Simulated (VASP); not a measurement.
MgO2: single point with PBEsol

The system is MgO2.

```
CELL_PARAMETERS angstrom
1.64474 0.94959 3.52663
-1.64474 0.94959 3.52663
0.00000 -1.89918 3.52663
ATOMIC_POSITIONS crystal
Mg 0.00000 0.00000 0.00000
O 0.42937 0.42937 0.42937
O 0.57063 0.57063 0.57063
```

```json
{
 "Program": "VASP 6.6.1",
 "Task": "single point",
 "Functional": "PBEsol",
 "Potentials or basis": "VASP PAW PBE potentials, release 64 (Mg, O)",
 "Cutoff": "520 eV",
 "k mesh": "12 × 12 × 12",
 "Occupations": "gaussian, width 0.02 eV",
 "Spin": "no spin polarisation",
 "Dipole correction": "no",
 "Further INCAR settings": "ALGO = Normal; EDIFF = 1e-07; NBANDS = 14"
}
```

| Quantity | Value |
| --- | --- |
| Pressure | -10.2 GPa |
| Largest force | 0.184 eV/Å |
| Band gap on the k mesh | 2.16 eV |

Forces on the atoms (eV/Å):
```
Mg   0.000  0.000  0.000
O    0.000  0.000 -0.184
O    0.000  0.000  0.184
```

Stress tensor (GPa, compression positive):
```
-10.68   0.00   0.00
  0.00 -10.68   0.00
  0.00   0.00  -9.20
```

Levels at points of the mesh, in eV from the valence-band top:
```csv
k point,band 3,band 4,band 5,band 6,band 7,band 8,band 9,band 10,band 11,band 12
"(0.00, 0.00, 0.00)",-7.48,-3.34,-3.34,-0.75,-0.75,4.06,4.79,11.57,13.30,14.21
"(0.50, 0.00, 0.00)",-6.52,-5.86,-3.62,-1.20,-1.02,4.13,8.10,9.36,12.00,13.29
"(0.50, 0.50, 0.00)",-5.90,-5.21,-4.28,-2.05,-0.09,3.45,7.36,10.33,11.57,12.12
"(0.50, 0.50, 0.50)",-4.92,-3.81,-3.81,0.00,0.00,2.16,4.61,8.75,13.40,13.40
```

Wall time 96 s on 1 thread of Intel(R) Xeon(R) Platinum 8259CL CPU @ 2.50GHz (Skylake/Cascade Lake) (shared host), peak memory 0.23 GiB.

Caveat: the cell stands under tension; the PAW data sets were made with another functional, which shifts forces and pressure a little. A k mesh can miss the band edges.
